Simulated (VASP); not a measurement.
Write the native input for VASP 6.6.1 that does the following.

```
Task                   : single point
Functional             : PBEsol
Potentials or basis    : VASP PAW PBE potentials, release 64 (Al)
Cutoff                 : 500 eV
k mesh                 : 13 × 13 × 13
Occupations            : methfessel-paxton, width 0.15 eV
Spin                   : no spin polarisation
Dipole correction      : no
Further INCAR settings : ALGO = Normal; EDIFF = 1e-06; NBANDS = 8
```

The structure of Al lies in POSCAR:

```
Al
1.0
    0.0000000000      2.0248050000      2.0248050000
    2.0248050000      0.0000000000      2.0248050000
    2.0248050000      2.0248050000      0.0000000000
Al
1
Direct
    0.0000000000      0.0000000000      0.0000000000
```

These files were run (other wordings do the same):

INCAR

```
SYSTEM = Al
PREC = Accurate
ENCUT = 500
EDIFF = 1E-6
ISMEAR = 1
SIGMA = 0.15
LREAL = .False.
LASPH = .True.
NELM = 120
ALGO = Normal
ISIF = 2
LWAVE = .False.
LCHARG = .True.
GGA = PS
LELF = .True.
LVHAR = .True.
NBANDS = 8
GGA_COMPAT = .False.
```

KPOINTS

```
Automatic mesh
0
Gamma
  13 13 13
  0 0 0
```

Potentials or basis: VASP PAW PBE potentials, release 64 (Al).

Launch:

```bash
$ cat potpaw_PBE.64/Al/POTCAR > POTCAR
$ mpirun -np 1 vasp_std > vasp.out
```

Results of the run:

```
Pressure : -2.0 GPa
```

Caveat: the PAW data sets were made with another functional, which shifts forces and pressure a little.

Wall time 12 s on 1 thread of Intel Xeon 8259CL (shared host), peak memory 0.13 GiB.
